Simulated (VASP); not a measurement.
# Si4C (P1) in VASP: further runs

Runs on Si4C. Level: PBE. Tasks: single point, relaxation of cell and atoms.

All numbers are computed with VASP 6.6.1; they aren't measurements. Logs are shortened: lines on timing, memory, paths and dates and some standing lists are left out, and cuts for length are marked.

### 1 The cell of the first run

The typed cell holds 10 atoms: a = 4.816 Å, b = 6.733 Å, c = 6.162 Å, α = 62.81°, β = 71.56°, γ = 68.53°.

### 2 Single point, PBE

Input file INCAR:

```
SYSTEM = Si4C
ALGO     = Normal         ! electronic algorithm
EDIFF    = 1E-7           ! SCF threshold, eV
ENCUT    = 520            ! plane-wave cutoff, eV
GGA      = PE             ! functional
ISIF     = 2              ! what is computed and relaxed
ISMEAR   = 0              ! smearing method
LASPH    = .True.         ! aspherical terms in the spheres
LCHARG   = .False.        ! write CHGCAR
LREAL    = .False.        ! projectors in reciprocal space
LWAVE    = .False.        ! write WAVECAR
NBANDS   = 31             ! bands
NELM     = 60             ! most SCF steps
PREC     = Accurate       ! precision mode
SIGMA    = 0.1            ! smearing width, eV
```

Input file KPOINTS:

```
k-points
0
Gamma
  4 4 4
  0 0 0
```

Input file POSCAR:

```
Si4C
1.0
    4.7008459502      0.9867862790      0.3494770748
    1.0962269735      6.6239951781      0.5084998683
    1.1062409143      2.2468134323      5.6306386936
Si C
8 2
Direct
    0.4734711062      0.5002219416      0.8278996793
    0.4063090537      0.4945049674      0.2433379647
    0.1719910889     -0.0928490899      0.6594980198
    0.1466992094      0.9037575506      0.1582916963
    0.9098613223      0.5886620429      0.0869168886
    0.9794303494      0.5737681468      0.6688359248
    0.5225783933      0.1102505430      0.9038484548
    0.5432163912      0.1039635892      0.5197635582
    0.9352075584      0.9047200108      0.4700707965
    0.9112355274      0.9130002977      0.9615370170
```

Potentials or basis: VASP PAW PBE potentials, release 64 (Si, C).

Command:

```bash
$ cat potpaw_PBE.64/Si/POTCAR potpaw_PBE.64/C/POTCAR > POTCAR
$ mpirun -np 1 vasp_std > vasp.out
```

OUTCAR:

```text
SYSTEM = Si4C
   EDIFF = 1E-7
   ENCUT = 520
   GGA = PE
   ISIF = 2
   ISMEAR = 0
   LASPH = .True.
   LREAL = .False.
   NELM = 60
   PREC = Accurate

 ion  position               nearest neighbor table
   1  0.473  0.500  0.828-   7 2.38   2 2.46   6 2.46   3 2.48   6 2.65   5 2.69
   2  0.406  0.495  0.243-   8 2.37   4 2.45   1 2.46   5 2.51   5 2.61   6 2.91
   3  0.172  0.907  0.659-   9 1.88  10 1.90   8 2.33   1 2.48   6 2.70   5 2.80   4 3.03   8 3.06
                             7 3.11   4 3.14
   4  0.147  0.904  0.158-   9 1.87  10 1.87   7 2.39   2 2.45   6 2.97   5 2.99   3 3.03   3 3.14

   5  0.910  0.589  0.087-  10 1.96   2 2.51   6 2.53   2 2.61   1 2.69   3 2.80   4 2.99
   6  0.979  0.574  0.669-   9 1.96   1 2.46   5 2.53   1 2.65   3 2.70   2 2.91   4 2.97
   7  0.523  0.110  0.904-  10 1.89   8 2.36   1 2.38   4 2.39   3 3.11
   8  0.543  0.104  0.520-   9 1.90   3 2.33   7 2.36   2 2.37   3 3.06
   9  0.935  0.905  0.470-   4 1.87   3 1.88   8 1.90   6 1.96
  10  0.911  0.913  0.962-   4 1.87   7 1.89   3 1.90   5 1.96

  LATTYP: Found a triclinic cell.
 ALAT       =     6.5114915215
 B/A-ratio  =     0.9463990833
 C/A-ratio  =     1.4621358866
 COS(alpha) =     0.0032112604
 COS(beta)  =     0.5598732458
 COS(gamma) =     0.7125116095

  Lattice vectors:

 A1 = (  -3.5946050359,   1.2600271533,   5.2811616188)
 A2 = (   1.1062409143,   2.2468134323,   5.6306386936)
 A3 = (  -8.3054649269,   4.6504226201,  -0.1904542813)

Analysis of symmetry for initial positions (statically):
=====================================================================
 Subroutine PRICEL returns:
 Original cell was already a primitive cell.

 Routine SETGRP: Setting up the symmetry group for a
 triclinic supercell.

 Subroutine GETGRP returns: Found  1 space group operations
 (whereof  1 operations were pure point group operations)
 out of a pool of  2 trial point group operations.

The static configuration has the point symmetry C_1 .

Analysis of symmetry for dynamics (positions and initial velocities):
=====================================================================
 Subroutine PRICEL returns:
 Original cell was already a primitive cell.

 Routine SETGRP: Setting up the symmetry group for a
 triclinic supercell.

 Subroutine GETGRP returns: Found  1 space group operations
 (whereof  1 operations were pure point group operations)
 out of a pool of  2 trial point group operations.
[... 123 lines left out ...]
   ISIF   =      2    stress and relaxation
   ISYM   =      2    0-nonsym 1-usesym 2-fastsym
   POTIM  = 0.5000    time-step for ionic-motion
   TEBEG  =    0.0;   TEEND  =   0.0 temperature during run
   PSTRESS=    0.0 pullay stress
   NELECT =      40.0000    total number of electrons
   NUPDOWN=      -1.0000    fix difference up-down
   EMIN   =  10.00;   EMAX   =-10.00  energy-range for DOS
   EFERMI =   0.00;   METHOD = LEGACY
   ISMEAR =     0;   SIGMA  =   0.10  broadening in eV -4-tet -1-fermi 0-gaus
   EFERMI_NEDOS =   21; number of points for ismear=-14 and -15
   IALGO  =     38    algorithm
   IMIX   =      4    mixing-type and parameters
     AMIX     =   0.40;   BMIX     =  1.00
     AMIX_MAG =   1.60;   BMIX_MAG =  1.00
  volume/ion in A,a.u.               =      16.27       109.81
  Fermi-wavevector in a.u.,A,eV,Ry     =   1.025524  1.937959 14.309237  1.051699
  Thomas-Fermi vector in A             =   2.159369
   LORBIT       =      0    0 simple, 1 ext, 2 COOP (PROOUT), +10 PAW based schemes
   GGA     = PE    functional components
   LHFCALC =     F    Hartree Fock is set to
   AEXX    =    0.0000 exact exchange contribution
   IVDW    =     0    specifies the selected vdW correction
   LEPSILON=     F    determine dielectric tensor
   LRPA    =     F    only Hartree local field effects (RPA)
 non-spin polarized calculation
 Gauss-broadening in eV      SIGMA  =   0.10
  energy-cutoff  :      520.00
  volume of cell :      162.72
 maximum number of plane-waves:      4402
   NGX = 17   NGY = 25   NGZ = 23

 number of electron      40.0000000 magnetization

 Free energy of the ion-electron system (eV)
  ---------------------------------------------------
  ext. energy  EPLUGINS =         0.00000000
  ---------------------------------------------------
  free energy    TOTEN  =       -58.97693526 eV

  energy without entropy =      -58.96314679  energy(sigma->0) =      -58.97004103

 E-fermi :   6.9522     XC(G=0):  -9.9336

 val. band max:        6.9232775480   @ k =   0.0000   0.5000   0.2500
 cond. band min:       6.9638328582   @ k =   0.5000   0.5000   0.2500
 fundamental gap:      0.0405553102
 Fermi energy:         6.9521727317

 k-point     1 :       0.0000    0.0000    0.0000
  band No.  band energies     occupation
      1      -7.9801      2.00000
      2      -5.6002      2.00000
      3      -3.6862      2.00000
      4      -2.6830      2.00000
      5      -2.5202      2.00000
      6      -1.4730      2.00000
[... 805 lines left out ...]
     30      11.3941      0.00000
     31      11.7154      0.00000

 [... further k-points ...]

------------------------ aborting loop because EDIFF is reached ----------------------------------------

  FORCE on cell =-STRESS in cart. coord.  units (eV):
  Direction    XX          YY          ZZ          XY          YZ          ZX
  --------------------------------------------------------------------------------------
  -------------------------------------------------------------------------------------
  Total       -0.0351770      0.0882398     -0.1067277      0.0440247      0.0367828      0.0659286
  in kB       -0.3463551      0.8688162     -1.0508502      0.4334709      0.3621660      0.6491382
  external PRESSURE =      -0.1761297 kB  Pullay stress =       0.0000000 kB

 VOLUME and BASIS-vectors are now :
 -----------------------------------------------------------------------------
  energy-cutoff  :      520.00
  volume of cell :      162.72
      direct lattice vectors                 reciprocal lattice vectors
     4.700845950  0.986786279  0.349477075     0.222187213 -0.034475508 -0.029895818
     1.096226974  6.623995178  0.508499868    -0.029320054  0.160286302 -0.058199148
     1.106240914  2.246813432  5.630638694    -0.011142625 -0.012335575  0.184711224

 POSITION                                       TOTAL-FORCE (eV/Angst)
 -----------------------------------------------------------------------------------
      3.68993      5.64082      5.08143        -0.010747     -0.010837      0.005885
      2.72128      4.22327      1.76360        -0.000028     -0.010724      0.003968
      2.53251      7.66045      4.23479         0.000949      0.000011     -0.000894
      1.85544      6.48690      1.40211        -0.007560      0.001151      0.004140
      5.01858      4.99242      1.10671         0.008634      0.000403     -0.005019
      5.97302      6.26988      4.40002         0.009016      0.008754      0.004253
      3.57729      3.27675      5.32794         0.002496      0.000448     -0.007194
      3.24253      2.39250      3.16931        -0.007398     -0.001727      0.004797
      5.90806      7.97187      3.43368         0.002581      0.002134     -0.009706
      6.34812      9.10730      6.19678         0.002058      0.010387     -0.000231
 -----------------------------------------------------------------------------------
    total drift:                                0.000248     -0.000039     -0.000473

  FREE ENERGIE OF THE ION-ELECTRON SYSTEM (eV)
  ---------------------------------------------------
  free  energy   TOTEN  =       -58.9769352628 eV

  energy  without entropy=      -58.9631467894  energy(sigma->0) =      -58.97004103
```

stdout:

```text
POSCAR found type information on POSCAR SiC
 POSCAR found :  2 types and      10 ions
 scaLAPACK will be used
 LDA part: xc-table for (Slater+PW92), standard interpolation
 POSCAR, INCAR and KPOINTS ok, starting setup
 FFT: planning ... GRIDC
 FFT: planning ... GRID_SOFT
 FFT: planning ... GRID
 WAVECAR not read
 entering main loop
```

Wall time 1.8 min (1 thread of Intel Xeon 6975P-C (Granite Rapids), shared host); peak memory 0.33 GiB.

Results:

- Free energy: -58.9769 eV
- Pressure: 0.0 GPa
- Largest force: 0.016 eV/Å
- Band gap on the k mesh: zero (bands 20 and 21 overlap by 1.75 eV)

Forces on the atoms (eV/Å):
```
Si  -0.011 -0.011  0.006
Si   0.000 -0.011  0.004
Si   0.001  0.000 -0.001
Si  -0.008  0.001  0.004
Si   0.009  0.000 -0.005
Si   0.009  0.009  0.004
Si   0.002  0.000 -0.007
Si  -0.007 -0.002  0.005
C    0.003  0.002 -0.010
C    0.002  0.010  0.000
```

Levels at points of the mesh, in eV from the Fermi level:
| k point | band 18 | band 19 | band 20 | band 21 | band 22 | band 23 |
| --- | --- | --- | --- | --- | --- | --- |
| (0.00, 0.00, 0.00) | -2.05 | -1.76 | -1.00 | 0.54 | 1.77 | 2.18 |
| (0.50, 0.00, 0.00) | -1.58 | -1.14 | 0.99 | 1.39 | 1.90 | 2.34 |
| (0.00, 0.50, 0.00) | -2.62 | -1.43 | -1.10 | 0.02 | 1.15 | 1.61 |
| (0.50, 0.50, 0.00) | -1.66 | -1.26 | -0.33 | 0.78 | 1.53 | 1.63 |
| (0.00, 0.00, 0.50) | -1.73 | -1.50 | -1.10 | -0.55 | 1.14 | 1.70 |
| (0.50, 0.00, 0.50) | -1.60 | -0.88 | 0.26 | 0.67 | 1.70 | 1.95 |
| (0.00, 0.50, 0.50) | -2.16 | -1.70 | -1.47 | -0.77 | 0.98 | 1.37 |
| (0.50, 0.50, 0.50) | -1.68 | -0.36 | 0.46 | 0.90 | 1.60 | 2.20 |

### 3 Relaxation of cell and atoms, PBE

This run uses another cell than the first one, of 13.86 Å³/atom.

Input file INCAR:

```
PREC = Accurate
ENCUT = 600
EDIFF = 1E-6
ISMEAR = 0
SIGMA = 0.1
LREAL = False
LASPH = True
NELM = 60
ALGO = Normal
ISIF = 3
LWAVE = False
LCHARG = False
GGA = PE
IBRION = 2
NSW = 90
EDIFFG = -0.04
```

Input file KPOINTS:

```
Automatic mesh
0
Gamma
  4 4 4
```

Input file POSCAR:

```
Si4C
1.0
    4.7376720895      0.0000000000      0.0000000000
    0.0959593554      4.8059786501      0.0000000000
    0.4297452747      1.1076638790      6.0885620412
Si C
8 2
Direct
    0.4348855460      0.5310085523      0.8413351327
    0.4327824999      0.4681340716      0.2290877176
    0.1076375030      0.0759601198      0.6784502215
    0.1784570153      0.9419804504      0.2171399650
    0.9430779187      0.5441152376      0.0175249698
    0.8426764253      0.5103862301      0.6113223840
    0.5741637329      0.0139246408      0.9379998840
    0.5896806151      0.0985483908      0.5135543722
    0.9361114874      0.8830555718      0.4793888455
    0.9605272564      0.9328867348      0.9741965078
```

Potentials or basis: VASP PAW PBE potentials, release 64 (Si, C).

Command:

```bash
$ cat potpaw_PBE.64/Si/POTCAR potpaw_PBE.64/C/POTCAR > POTCAR
$ mpirun -np 1 vasp_std > vasp.out
```

Wall time 54 min (1 thread of Intel Xeon 6975P-C (Granite Rapids), shared host); peak memory 0.35 GiB.

The run converged. Its results:

| Property | Result |
| --- | --- |
| Free energy | -58.8809 eV |
| Relaxed volume | 16.10 Å³/atom |
| Relaxed cell | a = 4.798 Å, b = 6.568 Å, c = 6.147 Å, α = 63.85°, β = 73.09°, γ = 69.88° |
| Space group after relaxing (to 0.1 Å) | P1 (No. 1) |
| Energy gained by relaxing | 214.5 meV/atom |
| Ionic steps | 56 |
| Pressure after relaxing | 0.0 GPa |
| Largest force after relaxing | 0.030 eV/Å |
| Band gap on the k mesh | zero (bands 20 and 21 overlap by 1.73 eV) |

Forces in eV/Å, atoms in the order of the input:
```
Si  -0.009 -0.009 -0.006
Si  -0.009 -0.020  0.001
Si   0.005  0.006  0.010
Si  -0.005 -0.023  0.004
Si  -0.008  0.023 -0.017
Si   0.016 -0.002  0.010
Si   0.006  0.001  0.011
Si  -0.004  0.002 -0.006
C    0.003  0.008  0.007
C    0.005  0.015 -0.014
```

Stress tensor (GPa, compression positive):
```
-0.01 -0.02  0.00
-0.02  0.00  0.06
 0.00  0.06 -0.02
```

The path:
| step | energy change (eV) | largest force (eV/Å) | pressure (GPa) | volume (Å³) |
| --- | --- | --- | --- | --- |
| 1 | 0.0000 | 1.3165 | 4.17 | 138.63 |
| 3 | -0.1434 | 0.3757 | -0.85 | 143.78 |
| 5 | -0.2310 | 0.5893 | 0.36 | 143.14 |
| 7 | -0.2839 | 0.5033 | 0.31 | 144.08 |
| 9 | -0.3360 | 0.3782 | -0.48 | 146.28 |
| 11 | -0.3790 | 0.5054 | 0.24 | 145.50 |
| 13 | -0.4409 | 0.5425 | 0.15 | 145.52 |
| 15 | -0.5325 | 0.5330 | 0.34 | 146.00 |
| 17 | -0.5457 | 0.6112 | 0.52 | 146.15 |
| 19 | -0.6440 | 1.0118 | -0.69 | 149.74 |
| 21 | -0.7649 | 0.6557 | -0.13 | 148.69 |
| 23 | -0.8889 | 0.8268 | 0.23 | 149.27 |
| 25 | -0.9803 | 0.6917 | -0.18 | 149.77 |
| 27 | -1.0991 | 1.5167 | 0.43 | 148.93 |
| 29 | -1.1886 | 0.6321 | 0.17 | 149.16 |
| 31 | -1.3182 | 0.5413 | 0.69 | 149.67 |
| 33 | -1.4549 | 0.7493 | 0.83 | 152.33 |
| 35 | -1.5491 | 0.7343 | -0.70 | 156.26 |
| 37 | -1.7252 | 1.0757 | 0.73 | 156.44 |
| 39 | -1.8781 | 0.9097 | 0.13 | 158.94 |
| 41 | -1.9949 | 0.6972 | -0.28 | 161.15 |
| 43 | -2.0954 | 0.5147 | 0.67 | 160.57 |
| 45 | -2.1245 | 0.1955 | -0.43 | 161.89 |
| 47 | -2.1354 | 0.1629 | 0.12 | 160.97 |
| 49 | -2.1398 | 0.1382 | 0.00 | 160.96 |
| 51 | -2.1433 | 0.0759 | 0.00 | 160.96 |
| 53 | -2.1445 | 0.0490 | 0.02 | 160.97 |
| 55 | -2.1451 | 0.0552 | -0.03 | 161.06 |
| 56 | -2.1455 | 0.0296 | -0.01 | 161.05 |

Final structure:
```yaml
crystal:
  lattice:
    - [4.68499, 0.99286, 0.29935]
    - [0.91125, 6.49010, 0.43608]
    - [0.99981, 2.22211, 5.64345]
  atoms:
    - { symbol: Si, position: [0.47900, 0.50491, 0.83430] }
    - { symbol: Si, position: [0.40387, 0.49639, 0.24847] }
    - { symbol: Si, position: [0.16734, 0.90770, 0.66349] }
    - { symbol: Si, position: [0.14432, 0.90770, 0.16066] }
    - { symbol: Si, position: [0.90950, 0.58343, 0.07998] }
    - { symbol: Si, position: [0.98441, 0.56604, 0.65723] }
    - { symbol: Si, position: [0.52463, 0.11178, 0.90459] }
    - { symbol: Si, position: [0.54489, 0.10399, 0.52083] }
    - { symbol: C, position: [0.93184, 0.90474, 0.46929] }
    - { symbol: C, position: [0.91019, 0.91332, 0.96117] }
```

Levels at points of the mesh, in eV from the Fermi level:
| k point | band 17 | band 18 | band 19 | band 20 | band 21 | band 22 | band 23 | band 24 |
| --- | --- | --- | --- | --- | --- | --- | --- | --- |
| (0.00, 0.00, 0.00) | -2.16 | -2.04 | -1.74 | -0.88 | 0.38 | 1.99 | 2.26 | 2.53 |
| (0.50, 0.00, 0.00) | -2.20 | -1.55 | -1.09 | 1.07 | 1.49 | 2.00 | 2.40 | 2.56 |
| (0.00, 0.50, 0.00) | -2.89 | -2.58 | -1.27 | -1.08 | 0.07 | 1.07 | 1.41 | 2.01 |
| (0.50, 0.50, 0.00) | -2.47 | -1.76 | -1.23 | -0.24 | 0.72 | 1.59 | 1.83 | 2.26 |
| (0.00, 0.00, 0.50) | -2.17 | -1.69 | -1.51 | -1.18 | -0.47 | 1.17 | 1.97 | 2.00 |
| (0.50, 0.00, 0.50) | -2.22 | -1.51 | -0.73 | 0.36 | 0.84 | 1.51 | 1.98 | 2.24 |
| (0.00, 0.50, 0.50) | -2.50 | -2.28 | -1.74 | -1.57 | -0.66 | 0.98 | 1.52 | 1.63 |
| (0.50, 0.50, 0.50) | -2.06 | -1.65 | -0.26 | 0.41 | 0.97 | 1.73 | 2.28 | 2.33 |

Caveat: the volume moved by over 15 % at a fixed basis, so the end points are rough.

The gap in the log of VASP goes by the Fermi energy; the results here count the filled bands.